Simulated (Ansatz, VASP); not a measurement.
**One calculation of Zr, two programs**

File INCAR:

```
  PREC = Accurate
  ENCUT = 520
  EDIFF = 1E-8
  ISMEAR = -1
  SIGMA = 0.05
  LREAL = F
  LASPH = T
  NELM = 60
  ALGO = Normal
  ISIF = 2
  LWAVE = F
  LCHARG = F
  GGA = PE
  LEFG = T
  NBANDS = 19
```

File KPOINTS:

```
Automatic mesh
0
Gamma
  12 12 7
```

File POSCAR:

```
Zr
1.0
    3.2174909499      0.0000000000      0.0000000000
   -1.6087454750      2.7864288991      0.0000000000
    0.0000000000      0.0000000000      5.1375060681
Zr
2
Direct
    0.3333333333      0.6666666667      0.2500000000
    0.6666666667      0.3333333333      0.7500000000
```

Input for Ansatz:

```yaml
crystal:
  lattice:
    - [3.2174909499, 0.0, 0.0]
    - [-1.608745475, 2.7864288991, 0.0]
    - [0.0, 0.0, 5.1375060681]
  atoms:
    - { symbol: Zr, position: [0.3333333333, 0.6666666667, 0.25] }
    - { symbol: Zr, position: [0.6666666667, 0.3333333333, 0.75] }
kpoints:
  mp_grid: { grid: [12, 12, 7] }
scf:
  occupations: { method: fermi_dirac, width: 0.05 }
hamiltonian:
  xc: pbe
  pseudopotentials: { kind: paw }
output:
  forces: true
  stress: true
  eigenvalues: true
  efg: { contact_densities: true }
```

Change from the starting cell: volume scaled by 0.98, PAW files.

Alike in both runs: task electric field gradients; functional PBE; k mesh 12 × 12 × 7; occupations fermi-dirac, width 0.05 eV; no spin polarisation.

|  | VASP | Ansatz |
| --- | --- | --- |
| version | VASP 6.6.1 | Ansatz 0.2.0 |
| potentials or method | VASP PAW PBE potentials, release 64 (Zr_sv) | PAW with Ansatz's default frozen-core files, scalar-relativistic |
| plane-wave cutoff (eV) | 520 | 420 |
| valence electrons in the cell | 24 | 24 |

VASP gave:

```
pressure (GPa)                                                : 1.6
traceless stress, the component that is largest in VASP (GPa) : 0.29
size of Vzz on the site where it differs most (V/Å²)          : 40.1
```

Question: What did Ansatz give for the same quantities?

Answer: Pressure (GPa): 1.5; traceless stress, the component that is largest in VASP (GPa): 0.30; size of Vzz on the site where it differs most (V/Å²): 40.9.
